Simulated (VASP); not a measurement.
**SnPb3S4: single point with PBE**

SnPb3S4:

```
Sn Pb S
1.0
     5.97322    0.00000    0.00000
     0.00000    5.97322    0.00000
     0.00000    0.00000    5.97322
Sn Pb S
1 3 4
Cartesian
  0.0000 0.0000 0.0000
  2.9866 2.9866 0.0000
  0.0000 2.9866 2.9866
  2.9866 0.0000 2.9866
  0.0000 0.0000 2.9866
  2.9866 0.0000 0.0000
  0.0000 2.9866 0.0000
  2.9866 2.9866 2.9866
```

| Item | Value |
| --- | --- |
| Program | VASP 6.6.1 |
| Task | single point |
| Functional | PBE |
| Potentials or basis | VASP PAW PBE potentials, release 64 (Sn_d, Pb_d, S) |
| Cutoff | 520 eV |
| k mesh | 4 × 4 × 4 |
| Occupations | gaussian, width 0.1 eV |
| Spin | no spin polarisation |
| Dipole correction | no |
| Further INCAR settings | ALGO = Normal; EDIFF = 1e-07; NBANDS = 50 |

```json
{"Pressure": "0.0 GPa", "Band gap on the k mesh": "zero (filled and empty bands touch)"}
```

Levels at points of the mesh, in eV from the Fermi level:
```tsv
k point	band 37	band 38	band 39	band 40	band 41	band 42	band 43	band 44
(0.00, 0.00, 0.00)	-3.63	-2.40	-2.40	-2.40	3.52	3.52	3.52	4.60
(0.50, 0.00, 0.00)	-2.01	-1.89	-1.32	-1.23	1.63	1.89	2.04	2.11
(0.50, 0.50, 0.00)	-1.14	-1.12	-1.12	-0.73	1.01	1.01	1.13	1.15
(0.50, 0.50, 0.50)	-0.37	-0.37	-0.37	0.03	0.03	0.03	0.11	0.26
```

It took 66 s on 1 thread of Intel(R) Xeon(R) 6975P-C (Granite Rapids), on a shared host, peak memory 0.37 GiB.

Caveat: semilocal functionals underestimate gaps, so a narrow gap can read as zero; spin-orbit coupling is left out, which moves the levels of the heavy elements.
